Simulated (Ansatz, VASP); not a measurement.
# One calculation of SnSe2, two programs

```
CELL_PARAMETERS angstrom
3.81100 0.00000 0.00000
-1.90550 3.30042 0.00000
0.00000 0.00000 6.13600
ATOMIC_POSITIONS crystal
Sn 0.00000 0.00000 0.00000
Se 0.66667 0.33333 0.75100
Se 0.33333 0.66667 0.24900
```

Alike in both runs: task relaxation of cell and atoms; functional r2SCAN; k mesh 8 × 8 × 5; occupations fermi-dirac, width 0.05 eV; no spin polarisation.

|  | VASP | Ansatz |
| --- | --- | --- |
| version | VASP 6.6.1 | Ansatz 0.2.0 |
| potentials or method | VASP PAW PBE potentials, release 64 (Sn_d, Se) | Ansatz PAW |
| plane-wave cutoff (eV) | 600 | 500 |
| valence electrons in the cell | 26 | 46 |

Ansatz gave:

| Quantity | Value |
| --- | --- |
| gap on the k mesh at the Fermi level, each at its own relaxed structure (eV) | 1.01 |
| relaxed volume (Å³/atom) | 27.77 |
| relaxed cell length with the largest relative difference (Å) | 6.522 |

**Question.** Which values does VASP return?

**Answer.** gap on the k mesh at the Fermi level, each at its own relaxed structure (eV): 1.02; relaxed volume (Å³/atom): 27.86; relaxed cell length with the largest relative difference (Å): 6.535.

VASP's potentials were made for PBE, not for r2SCAN. VASP's potentials hold 26 valence electrons a cell and Ansatz's 46, so a difference there can come from the potentials and not from the codes.

Noted on Ansatz's run: odd divisions of the mesh miss points on the zone boundary, where band edges often lie, so the gap on the mesh can be too wide; the plane-wave basis is chosen anew once the cell has moved, so the energies of steps on either side of that aren't comparable.
